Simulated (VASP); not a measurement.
Runs of VASP 6.6.1 on CdTe. The structure is that of space group F-43m (No. 216), or close to it. The cells are those of the table. 

```tsv
task	spin	cell	cutoff (eV)	gap on the mesh (eV)	pressure (GPa)	moment (μB)	relaxed volume (Å³/atom)
electric field gradients	off	a = 4.679 Å, angles 60.0°, 2 atoms	520	0.58	0.1	-	-
relaxation of cell and atoms	off	relaxed from a = 4.679 Å, angles 60.0°, 2 atoms	600	0.58	0.0	-	36.33
single point	non-collinear, zero start, SOC	a = 4.682 Å, angles 60.0°, 2 atoms	520	-	0.1	0.00	-
single point	off	a = 4.740 Å, angles 60.0°, 2 atoms	520	0.47	(b)	-	-
relaxation of cell and atoms	non-collinear, zero start, SOC	relaxed from a = 4.679 Å, angles 60.0°, 2 atoms	600	-	0.0	0.00	(a)
single point	non-collinear, zero start, SOC	a = 4.679 Å, angles 60.0°, 2 atoms	520	-	0.2	0.00	-
single point	off	a = 4.679 Å, angles 60.0°, 2 atoms	520	0.58	0.1	-	-
```

Alike in all rows: level PBE; potentials or basis VASP PAW PBE potentials, release 64 (Cd, Te); k mesh 11 × 11 × 11; smearing fermi-dirac 0.05 eV.

Question: Estimate the missing entries.

Answer: (a) 36.38; (b) -1.1.

Caveats: spin-orbit coupling is left out, which moves the levels of the heavy elements (at least some runs).

A k mesh can miss the band edges, and rows without SOC leave out spin-orbit coupling on Cd, Te.
